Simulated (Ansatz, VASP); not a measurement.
**One calculation of C, two programs**

The input POSCAR:

```
C
1.0
    1.2280479700     -2.1270618200      0.0000000000
    1.2280479700      2.1270618200      0.0000000000
    0.0000000000      0.0000000000      7.1732677600
C
4
Direct
    0.0833794600      0.9166205400      0.7531376000
    0.5833794600      0.4166205400      0.2468624000
    0.9166205400      0.0833794600      0.2468624000
    0.4166205400      0.5833794600      0.7531376000
```

INCAR.step1

```
  PREC = Accurate
  ENCUT = 1430
  ISMEAR = 0
  SIGMA = 0.1
  LREAL = F
  LASPH = T
  NELM = 120
  GGA = PE
  ALGO = Normal
  EDIFF = 1E-5
  LWAVE = T
  LCHARG = F
  GGA_COMPAT = F
  IBRION = 2
  ISIF = 3
  EDIFFG = -0.005
  NELMIN = 4
  NSW = 100
```

The input INCAR.step2:

```
  PREC = Accurate
  ENCUT = 1430
  EDIFF = 1E-7
  ISMEAR = 0
  SIGMA = 0.1
  LREAL = F
  LASPH = T
  NELM = 120
  ALGO = Normal
  ISIF = 3
  LWAVE = F
  LCHARG = F
  METAGGA = R2SCAN
  LMIXTAU = T
  IBRION = 2
  NSW = 80
  EDIFFG = -0.01
  ISTART = 1
  GGA_COMPAT = F
  NELMIN = 4
```

File KPOINTS:

```
regular mesh
0
Gamma
  1 1 1
```

Input for Ansatz:

```yaml
crystal:
  lattice:
    - [1.22804797, -2.12706182, 0.0]
    - [1.22804797, 2.12706182, 0.0]
    - [0.0, 0.0, 7.17326776]
  atoms:
    - { symbol: C, position: [0.08337946, 0.91662054, 0.7531376] }
    - { symbol: C, position: [0.58337946, 0.41662054, 0.2468624] }
    - { symbol: C, position: [0.91662054, 0.08337946, 0.2468624] }
    - { symbol: C, position: [0.41662054, 0.58337946, 0.7531376] }
basis:
  ecutwfc: 500
kpoints:
  mp_grid: { grid: [1, 1, 1] }
hamiltonian:
  xc: r2scan
scf:
  occupations: { method: gaussian, width: 0.1 }
output:
  forces: true
  stress: true
  eigenvalues: true
relax:
  adjacent_minimum: "off"
  f_tol: 0.01
  max_steps: 60
  cell: { stress_tol: 0.05 }
```

Alike in both runs: task relaxation of cell and atoms; functional r2SCAN; k mesh 1 × 1 × 1; occupations gaussian, width 0.1 eV; no spin polarisation.

|  | VASP | Ansatz |
| --- | --- | --- |
| version | VASP 6.6.1 | Ansatz 0.2.0 |
| potentials or method | VASP PAW PBE potentials, release 64 (C_h), cutoff 1430 eV | scalar-relativistic, plane waves, PAW |
| valence electrons in the cell | 16 | 16 |

VASP gave:

* gap on the k mesh at the Fermi level, each at its own relaxed structure (eV): 6.31
* relaxed volume (Å³/atom): 13.12
* relaxed length of the cell vector where the two differ most in proportion (Å): 9.645

Problem. Estimate Ansatz's values.

Solution. gap on the k mesh at the Fermi level, each at its own relaxed structure (eV): 6.72; relaxed volume (Å³/atom): 15.60; relaxed length of the cell vector where the two differ most in proportion (Å): 11.446.

VASP's potentials were made for PBE, not for r2SCAN. One of these differences is far larger than is usual between the two programs; its cause wasn't traced.

The k mesh is coarse, so the values compare programs but aren't converged. Noted on VASP's run: the volume moved by over 15 % at a fixed basis, so the end points are rough.
